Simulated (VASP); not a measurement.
Here is a VASP 6.6.1 calculation.

Contents of INCAR:

```
SYSTEM = Ti3CN3
PREC = Accurate
ENCUT = 520
EDIFF = 1E-7
ISMEAR = 0
SIGMA = 0.1
LREAL = .FALSE.
LASPH = .TRUE.
NELM = 100
ALGO = Normal
ISIF = 2
LWAVE = .FALSE.
LCHARG = .TRUE.
LDIPOL = .TRUE.
IDIPOL = 3
DIPOL = 0.5 0.5 0.361
GGA = PE
LELF = .TRUE.
LVHAR = .TRUE.
LVACPOTAV = .TRUE.
NBANDS = 36
```

Contents of KPOINTS:

```
regular mesh
0
G
  9 9 1
  0 0 0
```

File POSCAR:

```
Ti3CN3
1.0
    3.0028555063      0.0000000000      0.0000000000
   -1.5014277532      2.6005491524      0.0000000000
    0.0000000000      0.0000000000     21.5541471692
N Ti C
3 3 1
Direct
    0.3333333333      0.6666666667      0.1855791356
    0.0000000000      0.0000000000      0.2993308528
    0.6666666667      0.3333333333      0.4147299344
    0.6666666667      0.3333333333      0.2424549943
    0.3333333333      0.6666666667      0.3575097830
    0.0000000000      0.0000000000      0.4664599852
    0.0000000000      0.0000000000      0.5578577095
```

Potentials or basis: VASP PAW PBE potentials, release 64 (N, Ti_sv, C).

Command:

```console
$ cat potpaw_PBE.64/N/POTCAR potpaw_PBE.64/Ti_sv/POTCAR potpaw_PBE.64/C/POTCAR > POTCAR
$ mpirun -np 1 vasp_std > vasp.out
```

(1) Estimate the largest force.

Results:

(1) 5.388 eV/Å.
